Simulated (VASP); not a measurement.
# MgS (R-3m) in VASP: notebook

Runs on MgS. Level: LDA. Tasks: relaxation of the atoms.

All numbers are computed with VASP 6.6.1; they aren't measurements. Logs are shortened: lines on timing, memory, paths and dates and some standing lists are left out, and cuts for length are marked.

**1. The cell of the first run**

It takes space group R-3m (No. 166, trigonal). Conventional cell: a = 3.635 Å, b = 3.635 Å, c = 8.838 Å, α = 90.00°, β = 90.00°, γ = 120.00°. Within 3.4 Å of Mg (site symmetry -3m) lie 6 S at 2.56 Å. S (site symmetry -3m) has 6 Mg at 2.56 Å within 3.4 Å.

**2. Relaxation of the atoms, LDA (equal xy, yz and zx engineering shears of -0.5 %)**

Contents of INCAR:

```
SYSTEM = MgS
ALGO     = Normal         ! electronic algorithm
EDIFF    = 1E-6           ! SCF threshold, eV
EDIFFG   = -0.002         ! ionic threshold
ENCUT    = 520            ! plane-wave cutoff, eV
GGA      = CA             ! functional
IBRION   = 2              ! ionic algorithm
ISIF     = 2              ! what is computed and relaxed
ISMEAR   = 0              ! smearing method
LASPH    = .TRUE.         ! aspherical terms in the spheres
LCHARG   = .FALSE.        ! write CHGCAR
LREAL    = .FALSE.        ! projectors in reciprocal space
LWAVE    = .FALSE.        ! write WAVECAR
NELM     = 80             ! most SCF steps
NSW      = 50             ! ionic steps
PREC     = Accurate       ! precision mode
SIGMA    = 0.01           ! smearing width, eV
```

Contents of KPOINTS:

```
k-points
0
G
  8 8 8
  0 0 0
```

Contents of POSCAR:

```
MgS
1.0
   -0.0128209123      2.5577719957      2.5577719957
    2.5577719957     -0.0128209123      2.5577719957
    2.5577719957      2.5577719957     -0.0128209123
Mg S
1 1
Direct
    0.0000000000      0.0000000000      0.0000000000
    0.5000000000      0.5000000000      0.5000000000
```

Potentials or basis: VASP PAW LDA potentials, release 64 (Mg, S).

Started as:

```bash
$ cat potpaw_LDA.64/Mg/POTCAR potpaw_LDA.64/S/POTCAR > POTCAR
$ mpirun -np 1 vasp_std > vasp.out
```

OUTCAR:

```text
SYSTEM = MgS
   EDIFF = 1E-6
   EDIFFG = -0.002
   ENCUT = 520
   GGA = CA
   IBRION = 2
   ISIF = 2
   ISMEAR = 0
   LASPH = .TRUE.
   LREAL = .FALSE.
   NELM = 80
   NSW = 50
   PREC = Accurate

 ion  position               nearest neighbor table
   1  0.000  0.000  0.000-   2 2.56   2 2.56   2 2.56   2 2.56   2 2.56   2 2.56
   2  0.500  0.500  0.500-   1 2.56   1 2.56   1 2.56   1 2.56   1 2.56   1 2.56

  LATTYP: Found a trigonal (rhomboedric) cell.
 ALAT       =     3.6172585669
 COS(alpha) =     0.4949812503

  Lattice vectors:

 A1 = (  -0.0128209123,   2.5577719957,   2.5577719957)
 A2 = (   2.5577719957,  -0.0128209123,   2.5577719957)
 A3 = (   2.5577719957,   2.5577719957,  -0.0128209123)

Analysis of symmetry for initial positions (statically):
=====================================================================
 Subroutine PRICEL returns:
 Original cell was already a primitive cell.

 Routine SETGRP: Setting up the symmetry group for a
 trigonal (rhombohedral) supercell.

 Subroutine GETGRP returns: Found 12 space group operations
 (whereof 12 operations were pure point group operations)
 out of a pool of 12 trial point group operations.

The static configuration has the point symmetry D_3d.

Analysis of symmetry for dynamics (positions and initial velocities):
=====================================================================
 Subroutine PRICEL returns:
 Original cell was already a primitive cell.

 Routine SETGRP: Setting up the symmetry group for a
 trigonal (rhombohedral) supercell.

 Subroutine GETGRP returns: Found 12 space group operations
 (whereof 12 operations were pure point group operations)
 out of a pool of 12 trial point group operations.

The dynamic configuration has the point symmetry D_3d.

 Subroutine INISYM returns: Found 12 space group operations
 (whereof 12 operations are pure point group operations),
 and found     1 'primitive' translations

----------------------------------------------------------------------------------------

                                     Primitive cell

  volume of cell :      33.7185

  direct lattice vectors                    reciprocal lattice vectors
    -0.012820912  2.557771996  2.557771996    -0.194018943  0.194996368  0.194996368
     2.557771996 -0.012820912  2.557771996     0.194996368 -0.194018943  0.194996368
     2.557771996  2.557771996 -0.012820912     0.194996368  0.194996368 -0.194018943

  length of vectors
     3.617258567  3.617258567  3.617258567     0.337180245  0.337180245  0.337180245

  position of ions in fractional coordinates (direct lattice)
     0.000000000  0.000000000  0.000000000
     0.500000000  0.500000000  0.500000000

  ion indices of the primitive-cell ions
   primitive index   ion index
                 1           1
                 2           2

----------------------------------------------------------------------------------------

 KPOINTS: k-points

Automatic generation of k-mesh.
 Grid dimensions read from file:
 generate k-points for:    8    8    8

 Generating k-lattice:

  Cartesian coordinates                     Fractional coordinates (reciprocal lattice)
    -0.024252368  0.024374546  0.024374546     0.125000000 -0.000000000 -0.000000000
     0.024374546 -0.024252368  0.024374546    -0.000000000  0.125000000 -0.000000000
     0.024374546  0.024374546 -0.024252368    -0.000000000 -0.000000000  0.125000000

  Length of vectors
     0.042147531  0.042147531  0.042147531

  Shift w.r.t. Gamma in fractional coordinates (k-lattice)
     0.000000000  0.000000000  0.000000000

 Subroutine IBZKPT returns following result:
 ===========================================

 Found     65 irreducible k-points:

 Following reciprocal coordinates:
            Coordinates               Weight
  0.000000  0.000000  0.000000      1.000000
  0.125000 -0.000000 -0.000000      6.000000
  0.250000 -0.000000 -0.000000      6.000000
  0.375000 -0.000000 -0.000000      6.000000
  0.500000 -0.000000 -0.000000      3.000000
  0.125000  0.125000  0.000000      6.000000
[... 16 lines left out ...]
  0.250000  0.125000  0.125000      6.000000
  0.375000  0.125000  0.125000      6.000000
 [... further k-points ...]
   k-points           NKPTS =     65   k-points in BZ     NKDIM =     65   number of bands    NBANDS=      8
   number of dos      NEDOS =    301   number of ions     NIONS =      2
   total plane-waves  NPLWV =  21952
   dimension x,y,z NGX =    28 NGY =   28 NGZ =   28
   dimension x,y,z NGXF=    56 NGYF=   56 NGZF=   56
   ions per type =               1   1
   NGX,Y,Z   is equivalent  to a cutoff of  12.87, 12.87, 12.87 a.u.
   NGXF,Y,Z  is equivalent  to a cutoff of  25.74, 25.74, 25.74 a.u.
 SYSTEM =  MgS
   PREC   = accura    normal or accurate (medium, high low for compatibility)
   ISTART =      0    job   : 0-new  1-cont  2-samecut
   ICHARG =      2    charge: 1-file 2-atom 10-const
   ISPIN  =      1    spin polarized calculation?
   LNONCOLLINEAR =      F non collinear calculations
   LSORBIT =      F    spin-orbit coupling
   LASPH  =      T    aspherical Exc in radial PAW
   ENCUT  =  520.0 eV  38.22 Ry    6.18 a.u.   6.73  6.73  6.73*2*pi/ulx,y,z
   NELM   =     80;   NELMIN=  2; NELMDL= -5     # of ELM steps
   EDIFF  = 0.1E-05   stopping-criterion for ELM
   LREAL  =      F    real-space projection
   EDIFFG = -.2E-02   stopping-criterion for IOM
   NSW    =     50    number of steps for IOM
   IBRION =      2    ionic relax: 0-MD 1-quasi-New 2-CG
   NFREE  =      1    steps in history (QN), initial steepest desc. (CG)
   ISIF   =      2    stress and relaxation
   ISYM   =      2    0-nonsym 1-usesym 2-fastsym
   POTIM  = 0.5000    time-step for ionic-motion
   TEBEG  =    0.0;   TEEND  =   0.0 temperature during run
   PSTRESS=    0.0 pullay stress
   NELECT =       8.0000    total number of electrons
   NUPDOWN=      -1.0000    fix difference up-down
   EMIN   =  10.00;   EMAX   =-10.00  energy-range for DOS
   EFERMI =   0.00;   METHOD = LEGACY
   ISMEAR =     0;   SIGMA  =   0.01  broadening in eV -4-tet -1-fermi 0-gaus
   EFERMI_NEDOS =   21; number of points for ismear=-14 and -15
   IALGO  =     38    algorithm
   IMIX   =      4    mixing-type and parameters
     AMIX     =   0.40;   BMIX     =  1.00
     AMIX_MAG =   1.60;   BMIX_MAG =  1.00
  volume/ion in A,a.u.               =      16.86       113.77
  Fermi-wavevector in a.u.,A,eV,Ry     =   1.013480  1.915200 13.975118  1.027142
  Thomas-Fermi vector in A             =   2.146651
   LORBIT       =      0    0 simple, 1 ext, 2 COOP (PROOUT), +10 PAW based schemes
   GGA     = CA    functional components
   LHFCALC =     F    Hartree Fock is set to
   AEXX    =    0.0000 exact exchange contribution
   IVDW    =     0    specifies the selected vdW correction
   LEPSILON=     F    determine dielectric tensor
   LRPA    =     F    only Hartree local field effects (RPA)
 conjugate gradient relaxation of ions
 non-spin polarized calculation
 Gauss-broadening in eV      SIGMA  =   0.01
  energy-cutoff  :      520.00
  volume of cell :       33.72
 maximum number of plane-waves:       934
   NGX = 13   NGY = 13   NGZ = 13

 number of electron       7.9999999 magnetization

 Free energy of the ion-electron system (eV)
  ---------------------------------------------------
  ext. energy  EPLUGINS =         0.00000000
  ---------------------------------------------------
  free energy    TOTEN  =        -9.59164677 eV

  energy without entropy =       -9.59164677  energy(sigma->0) =       -9.59164677

 E-fermi :   4.0782     XC(G=0): -10.1681

 val. band max:        4.0295568414   @ k =   0.0000   0.0000   0.0000
 cond. band min:       6.6309879982   @ k =   0.5000   0.5000   0.0000
 fundamental gap:      2.6014311568
 Fermi energy:         4.0782194967

 k-point     1 :       0.0000    0.0000    0.0000
  band No.  band energies     occupation
      1      -8.9151      2.00000
      2       3.9585      2.00000
      3       3.9585      2.00000
      4       4.0296      2.00000
      5       7.8236      0.00000
      6      11.7445      0.00000
      7      11.7445      0.00000
      8      11.8771      0.00000

 k-point     2 :       0.1250   -0.0000   -0.0000
  band No.  band energies     occupation
      1      -8.7518      2.00000
      2       2.8614      2.00000
      3       3.8494      2.00000
      4       3.9088      2.00000
      5       8.6245      0.00000
      6      11.4804      0.00000
      7      12.0160      0.00000
      8      12.1242      0.00000

 k-point     3 :       0.2500   -0.0000   -0.0000
  band No.  band energies     occupation
      1      -8.3064      2.00000
      2       1.0002      2.00000
      3       3.6133      2.00000
      4       3.6638      2.00000
      5       8.9297      0.00000
      6      11.6833      0.00000
      7      11.7462      0.00000
      8      12.3609      0.00000

 k-point     4 :       0.3750   -0.0000   -0.0000
  band No.  band energies     occupation
      1      -7.7531      2.00000
      2      -0.5429      2.00000
      3       3.4071      2.00000
      4       3.4499      2.00000
      5       8.5905      0.00000
      6      11.0112      0.00000
      7      11.0766      0.00000
      8      13.9759      0.00000

 k-point     5 :       0.5000   -0.0000   -0.0000
  band No.  band energies     occupation
      1      -7.4725      2.00000
      2      -1.1701      2.00000
      3       3.3286      2.00000
      4       3.3684      2.00000
      5       8.4398      0.00000
      6      10.7601      0.00000
      7      10.8285      0.00000
      8      14.3006      0.00000

 k-point     6 :       0.1250    0.1250    0.0000
  band No.  band energies     occupation
      1      -8.6971      2.00000
      2       2.9284      2.00000
      3       3.6002      2.00000
      4       3.6536      2.00000
      5       8.9874      0.00000
      6      10.7905      0.00000
      7      12.4421      0.00000
      8      12.4756      0.00000

 k-point     7 :       0.2500    0.1250    0.0000
  band No.  band energies     occupation
      1      -8.3460      2.00000
      2       1.5279      2.00000
      3       3.3342      2.00000
      4       3.3727      2.00000
      5       9.5404      0.00000
      6      10.6634      0.00000
      7      11.3243      0.00000
      8      12.7468      0.00000
[... 133 lines left out ...]
 k-point    20 :      -0.3750    0.3750    0.0000
  band No.  band energies     occupation
      1      -7.0543      2.00000
      2       0.0166      2.00000
      3       0.5493      2.00000
      4       2.5419      2.00000
      5       7.7810      0.00000
      6      10.5678      0.00000
      7      13.7116      0.00000
      8      14.1858      0.00000

 k-point    21 :       0.5000    0.5000    0.0000
  band No.  band energies     occupation
      1      -7.0512      2.00000
      2      -0.5043      2.00000
      3       2.1404      2.00000
      4       2.2072      2.00000
      5       6.6310      0.00000
      6       8.0974      0.00000
      7      16.2014      0.00000
      8      16.8589      0.00000

 k-point    22 :       0.1250    0.1250    0.1250
  band No.  band energies     occupation
      1      -8.7489      2.00000
      2       2.9226      2.00000
      3       3.8439      2.00000
      4       3.8439      2.00000
      5       8.6048      0.00000
      6      11.5688      0.00000
      7      12.0176      0.00000
      8      12.0176      0.00000

 k-point    23 :       0.2500    0.1250    0.1250
  band No.  band energies     occupation
      1      -8.4895      2.00000
      2       1.9470      2.00000
      3       3.2093      2.00000
      4       3.8413      2.00000
      5       9.4563      0.00000
      6      11.0747      0.00000
      7      12.0705      0.00000
      8      12.3604      0.00000

 k-point    24 :       0.3750    0.1250    0.1250
  band No.  band energies     occupation
      1      -7.9997      2.00000
      2       0.4581      2.00000
      3       2.7060      2.00000
      4       3.6008      2.00000
      5       9.6334      0.00000
      6      11.0878      0.00000
      7      11.5315      0.00000
      8      12.1314      0.00000

 [... further k-points ...]

------------------------ aborting loop because EDIFF is reached ----------------------------------------

  FORCE on cell =-STRESS in cart. coord.  units (eV):
  Direction    XX          YY          ZZ          XY          YZ          ZX
  --------------------------------------------------------------------------------------
  -------------------------------------------------------------------------------------
  Total       -0.1168201     -0.1168201     -0.1168201      0.0594401      0.0594401      0.0594401
  in kB       -5.5508490     -5.5508490     -5.5508490      2.8243716      2.8243716      2.8243716
  external PRESSURE =      -5.5508490 kB  Pullay stress =       0.0000000 kB

 VOLUME and BASIS-vectors are now :
 -----------------------------------------------------------------------------
  energy-cutoff  :      520.00
  volume of cell :       33.72
      direct lattice vectors                 reciprocal lattice vectors
    -0.012820912  2.557771996  2.557771996    -0.194018943  0.194996368  0.194996368
     2.557771996 -0.012820912  2.557771996     0.194996368 -0.194018943  0.194996368
     2.557771996  2.557771996 -0.012820912     0.194996368  0.194996368 -0.194018943

 POSITION                                       TOTAL-FORCE (eV/Angst)
 -----------------------------------------------------------------------------------
      0.00000      0.00000      0.00000        -0.000000     -0.000000      0.000000
      2.55136      2.55136      2.55136         0.000000      0.000000     -0.000000
 -----------------------------------------------------------------------------------
    total drift:                                0.000000      0.000000      0.000000

  FREE ENERGIE OF THE ION-ELECTRON SYSTEM (eV)
  ---------------------------------------------------
  free  energy   TOTEN  =        -9.5916467686 eV

  energy  without entropy=       -9.5916467686  energy(sigma->0) =       -9.59164677

 reached required accuracy - stopping structural energy minimisation
```

Run time: 21 s. Hardware: 1 thread of Intel Xeon 8259CL, shared host; peak memory 0.15 GiB.

What came out:

| Item | Value |
| --- | --- |
| Free energy | -9.5916 eV |
| Pressure after relaxing | -0.6 GPa |
| Band gap on the k mesh | 2.60 eV (least direct gap 3.79 eV) |

Stress tensor (GPa, compression positive):
```
-0.56  0.28  0.28
 0.28 -0.56  0.28
 0.28  0.28 -0.56
```

Final structure:
```cif
data_structure
_symmetry_space_group_name_H-M 'P 1'
_symmetry_Int_Tables_number 1
_cell_length_a 3.6173
_cell_length_b 3.6173
_cell_length_c 3.6173
_cell_angle_alpha 60.331
_cell_angle_beta 60.331
_cell_angle_gamma 60.331
_cell_volume 33.72
loop_
_atom_site_label
_atom_site_type_symbol
_atom_site_fract_x
_atom_site_fract_y
_atom_site_fract_z
_atom_site_occupancy
Mg1 Mg 0.00000 0.00000 0.00000 1
S1 S 0.50000 0.50000 0.50000 1
```

Levels at points of the mesh, in eV from the valence-band top:
```tsv
k point	band 2	band 3	band 4	band 5	band 6	band 7
(0.00, 0.00, 0.00)	-0.07	-0.07	0.00	3.79	7.71	7.71
(0.50, 0.00, 0.00)	-5.20	-0.70	-0.66	4.41	6.73	6.80
(0.50, 0.50, 0.00)	-4.53	-1.89	-1.82	2.60	4.07	12.17
(0.50, 0.50, 0.50)	-5.17	-0.73	-0.73	4.34	6.68	6.68
```

Caveat: the cell differs from its parent crystal (equal xy, yz and zx engineering shears of -0.5 %); the relaxation stopped at its first step, so nothing moved.

(Continued in part 2 of 2.)
